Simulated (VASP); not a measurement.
# PbF2 in VASP: further runs

The runs below take PbF2 through single point, with PBE.

All numbers are computed with VASP 6.6.1; they aren't measurements. Logs are shortened: lines on timing, memory, paths and dates and some standing lists are left out, and cuts for length are marked.

### 1 The cell of the first run

It takes space group Fm-3m (No. 225, cubic). Conventional cell: a = 6.118 Å, b = 6.118 Å, c = 6.118 Å, α = 90.00°, β = 90.00°, γ = 90.00°. Pb (site symmetry m-3m) has 8 F at 2.65 Å within 3.5 Å. Within 3.5 Å of F (site symmetry -43m) lie 4 Pb at 2.65 Å and 6 F at 3.06 Å.

### 2 Single point, PBE (strain +0.030 along x and y, +0.030 along z)

INCAR reads:

```
SYSTEM = PbF2
ALGO = Normal ; EDIFF = 1E-6
ENCUT = 520 ; GGA = PE
ISIF = 2 ; ISMEAR = 0
LASPH = .True. ; LCHARG = .False.
LREAL = .False. ; LWAVE = .False.
NBANDS = 21 ; NELM = 60
PREC = Accurate ; SIGMA = 0.05
```

KPOINTS reads:

```
k-points
0
Gamma
  8 8 8
  0 0 0
```

POSCAR reads:

```
PbF2
1.0
    0.0000000000      3.0589455000      3.0589455000
    3.0589455000      0.0000000000      3.0589455000
    3.0589455000      3.0589455000      0.0000000000
Pb F
1 2
Direct
    0.0000000000      0.0000000000      0.0000000000
    0.2500000000      0.2500000000      0.2500000000
    0.7500000000      0.7500000000      0.7500000000
```

Potentials or basis: VASP PAW PBE potentials, release 64 (Pb_d, F).

Launch:

```
> cat potpaw_PBE.64/Pb_d/POTCAR potpaw_PBE.64/F/POTCAR > POTCAR
> mpirun -np 1 vasp_std > vasp.out
```

OUTCAR:

```text
SYSTEM = PbF2
   EDIFF = 1E-6
   ENCUT = 520
   GGA = PE
   ISIF = 2
   ISMEAR = 0
   LASPH = .True.
   LREAL = .False.
   NELM = 60
   PREC = Accurate

 ion  position               nearest neighbor table
   1  0.000  0.000  0.000-   3 2.65   3 2.65   3 2.65   2 2.65   3 2.65   2 2.65   2 2.65   2 2.65

   2  0.250  0.250  0.250-   1 2.65   1 2.65   1 2.65   1 2.65
   3  0.750  0.750  0.750-   1 2.65   1 2.65   1 2.65   1 2.65

  LATTYP: Found a face centered cubic cell.
 ALAT       =     6.1178910000

  Lattice vectors:

 A1 = (   0.0000000000,   3.0589455000,   3.0589455000)
 A2 = (   3.0589455000,   0.0000000000,   3.0589455000)
 A3 = (   3.0589455000,   3.0589455000,   0.0000000000)

Analysis of symmetry for initial positions (statically):
=====================================================================
 Subroutine PRICEL returns:
 Original cell was already a primitive cell.

 Routine SETGRP: Setting up the symmetry group for a
 face centered cubic supercell.

 Subroutine GETGRP returns: Found 48 space group operations
 (whereof 48 operations were pure point group operations)
 out of a pool of 48 trial point group operations.

The static configuration has the point symmetry O_h .

Analysis of symmetry for dynamics (positions and initial velocities):
=====================================================================
 Subroutine PRICEL returns:
 Original cell was already a primitive cell.

 Routine SETGRP: Setting up the symmetry group for a
 face centered cubic supercell.

 Subroutine GETGRP returns: Found 48 space group operations
 (whereof 48 operations were pure point group operations)
 out of a pool of 48 trial point group operations.

The dynamic configuration has the point symmetry O_h .

 Subroutine INISYM returns: Found 48 space group operations
 (whereof 48 operations are pure point group operations),
 and found     1 'primitive' translations

----------------------------------------------------------------------------------------

                                     Primitive cell

  volume of cell :      57.2460

  direct lattice vectors                    reciprocal lattice vectors
     0.000000000  3.058945500  3.058945500    -0.163455021  0.163455021  0.163455021
     3.058945500  0.000000000  3.058945500     0.163455021 -0.163455021  0.163455021
     3.058945500  3.058945500  0.000000000     0.163455021  0.163455021 -0.163455021

  length of vectors
     4.326002213  4.326002213  4.326002213     0.283112401  0.283112401  0.283112401

  position of ions in fractional coordinates (direct lattice)
     0.000000000  0.000000000  0.000000000
     0.250000000  0.250000000  0.250000000
     0.750000000  0.750000000  0.750000000

  ion indices of the primitive-cell ions
   primitive index   ion index
                 1           1
                 2           2
                 3           3

----------------------------------------------------------------------------------------

 KPOINTS: k-points

Automatic generation of k-mesh.
 Grid dimensions read from file:
 generate k-points for:    8    8    8

 Generating k-lattice:

  Cartesian coordinates                     Fractional coordinates (reciprocal lattice)
    -0.020431878  0.020431878  0.020431878     0.125000000  0.000000000  0.000000000
     0.020431878 -0.020431878  0.020431878     0.000000000  0.125000000  0.000000000
     0.020431878  0.020431878 -0.020431878     0.000000000  0.000000000  0.125000000

  Length of vectors
     0.035389050  0.035389050  0.035389050

  Shift w.r.t. Gamma in fractional coordinates (k-lattice)
     0.000000000  0.000000000  0.000000000

 Subroutine IBZKPT returns following result:
 ===========================================

 Found     29 irreducible k-points:

 Following reciprocal coordinates:
            Coordinates               Weight
  0.000000  0.000000  0.000000      1.000000
  0.125000  0.000000  0.000000      8.000000
  0.250000  0.000000  0.000000      8.000000
  0.375000  0.000000  0.000000      8.000000
  0.500000  0.000000  0.000000      4.000000
  0.125000  0.125000  0.000000      6.000000
[... 16 lines left out ...]
  0.500000  0.250000  0.125000     48.000000
 -0.375000  0.250000  0.125000     24.000000
 [... further k-points ...]
   k-points           NKPTS =     29   k-points in BZ     NKDIM =     29   number of bands    NBANDS=     21
   number of dos      NEDOS =    301   number of ions     NIONS =      3
   total plane-waves  NPLWV =  32768
   dimension x,y,z NGX =    32 NGY =   32 NGZ =   32
   dimension x,y,z NGXF=    64 NGYF=   64 NGZF=   64
   ions per type =               1   2
   NGX,Y,Z   is equivalent  to a cutoff of  12.30, 12.30, 12.30 a.u.
   NGXF,Y,Z  is equivalent  to a cutoff of  24.59, 24.59, 24.59 a.u.
 SYSTEM =  PbF2
   PREC   = accura    normal or accurate (medium, high low for compatibility)
   ISTART =      0    job   : 0-new  1-cont  2-samecut
   ICHARG =      2    charge: 1-file 2-atom 10-const
   ISPIN  =      1    spin polarized calculation?
   LNONCOLLINEAR =      F non collinear calculations
   LSORBIT =      F    spin-orbit coupling
   LASPH  =      T    aspherical Exc in radial PAW
   ENCUT  =  520.0 eV  38.22 Ry    6.18 a.u.   8.04  8.04  8.04*2*pi/ulx,y,z
   NELM   =     60;   NELMIN=  2; NELMDL= -5     # of ELM steps
   EDIFF  = 0.1E-05   stopping-criterion for ELM
   LREAL  =      F    real-space projection
   EDIFFG = 0.1E-04   stopping-criterion for IOM
   NSW    =      0    number of steps for IOM
   IBRION =     -1    ionic relax: 0-MD 1-quasi-New 2-CG
   NFREE  =      0    steps in history (QN), initial steepest desc. (CG)
   ISIF   =      2    stress and relaxation
   ISYM   =      2    0-nonsym 1-usesym 2-fastsym
   POTIM  = 0.5000    time-step for ionic-motion
   TEBEG  =    0.0;   TEEND  =   0.0 temperature during run
   PSTRESS=    0.0 pullay stress
   NELECT =      28.0000    total number of electrons
   NUPDOWN=      -1.0000    fix difference up-down
   EMIN   =  10.00;   EMAX   =-10.00  energy-range for DOS
   EFERMI =   0.00;   METHOD = LEGACY
   ISMEAR =     0;   SIGMA  =   0.05  broadening in eV -4-tet -1-fermi 0-gaus
   EFERMI_NEDOS =   21; number of points for ismear=-14 and -15
   IALGO  =     38    algorithm
   IMIX   =      4    mixing-type and parameters
     AMIX     =   0.40;   BMIX     =  1.00
     AMIX_MAG =   1.60;   BMIX_MAG =  1.00
  volume/ion in A,a.u.               =      19.08       128.77
  Fermi-wavevector in a.u.,A,eV,Ry     =   1.289869  2.437500 22.636874  1.663763
  Thomas-Fermi vector in A             =   2.421736
   LORBIT       =      0    0 simple, 1 ext, 2 COOP (PROOUT), +10 PAW based schemes
   GGA     = PE    functional components
   LHFCALC =     F    Hartree Fock is set to
   AEXX    =    0.0000 exact exchange contribution
   IVDW    =     0    specifies the selected vdW correction
   LEPSILON=     F    determine dielectric tensor
   LRPA    =     F    only Hartree local field effects (RPA)
 non-spin polarized calculation
 Gauss-broadening in eV      SIGMA  =   0.05
  energy-cutoff  :      520.00
  volume of cell :       57.25
 maximum number of plane-waves:      1572
   NGX = 17   NGY = 17   NGZ = 17

 number of electron      27.9999997 magnetization

 Free energy of the ion-electron system (eV)
  ---------------------------------------------------
  ext. energy  EPLUGINS =         0.00000000
  ---------------------------------------------------
  free energy    TOTEN  =       -14.31674276 eV

  energy without entropy =      -14.31674276  energy(sigma->0) =      -14.31674276

 E-fermi :   1.0559     XC(G=0):  -8.9425

 val. band max:        0.8278148371   @ k =   0.5000   0.0000   0.0000
 cond. band min:       5.2039234098   @ k =   0.5000   0.5000   0.0000
 fundamental gap:      4.3761085728
 Fermi energy:         1.0559196519

 k-point     1 :       0.0000    0.0000    0.0000
  band No.  band energies     occupation
      1     -19.5864      2.00000
      2     -19.1150      2.00000
      3     -13.5836      2.00000
      4     -13.5836      2.00000
      5     -13.5836      2.00000
      6     -13.5598      2.00000
[... 13 lines left out ...]
     20      15.7208      0.00000
     21      17.6615      0.00000

 k-point     2 :       0.1250    0.0000    0.0000
  band No.  band energies     occupation
      1     -19.5639      2.00000
      2     -19.1365      2.00000
      3     -13.5798      2.00000
      4     -13.5798      2.00000
      5     -13.5625      2.00000
      6     -13.5595      2.00000
[... 13 lines left out ...]
     20      15.3065      0.00000
     21      17.2258      0.00000

 k-point     3 :       0.2500    0.0000    0.0000
  band No.  band energies     occupation
      1     -19.5045      2.00000
      2     -19.1897      2.00000
      3     -13.5763      2.00000
      4     -13.5763      2.00000
      5     -13.5529      2.00000
      6     -13.5529      2.00000
[... 13 lines left out ...]
     20      14.7553      0.00000
     21      16.0427      0.00000

 k-point     4 :       0.3750    0.0000    0.0000
  band No.  band energies     occupation
      1     -19.4269      2.00000
      2     -19.2591      2.00000
      3     -13.5783      2.00000
      4     -13.5783      2.00000
      5     -13.5407      2.00000
      6     -13.5407      2.00000
[... 13 lines left out ...]
     20      14.4403      0.00000
     21      14.9740      0.00000

 k-point     5 :       0.5000    0.0000    0.0000
  band No.  band energies     occupation
      1     -19.3674      2.00000
      2     -19.3154      2.00000
      3     -13.5797      2.00000
      4     -13.5797      2.00000
      5     -13.5351      2.00000
      6     -13.5351      2.00000
[... 13 lines left out ...]
     20      14.3480      0.00000
     21      14.4895      0.00000
[... 382 lines left out ...]
     20      17.4757      0.00000
     21      17.7973      0.00000

 k-point    22 :       0.3750    0.2500    0.1250
  band No.  band energies     occupation
      1     -19.4628      2.00000
      2     -19.2252      2.00000
      3     -13.5702      2.00000
      4     -13.5602      2.00000
      5     -13.5582      2.00000
      6     -13.5367      2.00000
[... 13 lines left out ...]
     20      15.5439      0.00000
     21      16.4092      0.00000

 k-point    23 :       0.5000    0.2500    0.1250
  band No.  band energies     occupation
      1     -19.4014      2.00000
      2     -19.2788      2.00000
      3     -13.5712      2.00000
      4     -13.5625      2.00000
      5     -13.5435      2.00000
      6     -13.5190      2.00000
[... 13 lines left out ...]
     20      16.0781      0.00000
     21      16.7107      0.00000

 k-point    24 :      -0.3750    0.2500    0.1250
  band No.  band energies     occupation
      1     -19.3513      2.00000
      2     -19.3253      2.00000
      3     -13.5713      2.00000
      4     -13.5641      2.00000
      5     -13.5360      2.00000
      6     -13.5122      2.00000
[... 13 lines left out ...]
     20      16.2437      0.00000
     21      16.8964      0.00000

 [... further k-points ...]
[... 5 lines left out ...]
  --------------------------------------------------------------------------------------
  -------------------------------------------------------------------------------------
  Total       -1.2716837     -1.2716837     -1.2716837      0.0000000      0.0000000     -0.0000000
  in kB      -35.5913520    -35.5913520    -35.5913520      0.0000000      0.0000000     -0.0000000
  external PRESSURE =     -35.5913520 kB  Pullay stress =       0.0000000 kB

 VOLUME and BASIS-vectors are now :
 -----------------------------------------------------------------------------
  energy-cutoff  :      520.00
  volume of cell :       57.25
      direct lattice vectors                 reciprocal lattice vectors
     0.000000000  3.058945500  3.058945500    -0.163455021  0.163455021  0.163455021
     3.058945500  0.000000000  3.058945500     0.163455021 -0.163455021  0.163455021
     3.058945500  3.058945500  0.000000000     0.163455021  0.163455021 -0.163455021

 POSITION                                       TOTAL-FORCE (eV/Angst)
 -----------------------------------------------------------------------------------
      0.00000      0.00000      0.00000        -0.000000      0.000000     -0.000000
      1.52947      1.52947      1.52947         0.000000      0.000000      0.000000
      4.58842      4.58842      4.58842        -0.000000     -0.000000      0.000000
 -----------------------------------------------------------------------------------
    total drift:                                0.000000     -0.000000      0.000000

  FREE ENERGIE OF THE ION-ELECTRON SYSTEM (eV)
  ---------------------------------------------------
  free  energy   TOTEN  =       -14.3167427601 eV

  energy  without entropy=      -14.3167427601  energy(sigma->0) =      -14.31674276
```

It took 10 s on 1 thread of Intel Xeon 6975P-C (Granite Rapids), shared host; peak memory 0.18 GiB.

What came out:

```yaml
Free_energy: -14.3167 eV
Pressure: -3.6 GPa
Band_gap_on_the_k_mesh: 4.38 eV, indirect (least direct gap 4.54 eV)
```

Caveat: the cell differs from its parent crystal (strain +0.030 along x and y, +0.030 along z); spin-orbit coupling is left out, which moves the levels of the heavy elements. A k mesh can miss the band edges.

(Continued in part 2 of 2.)
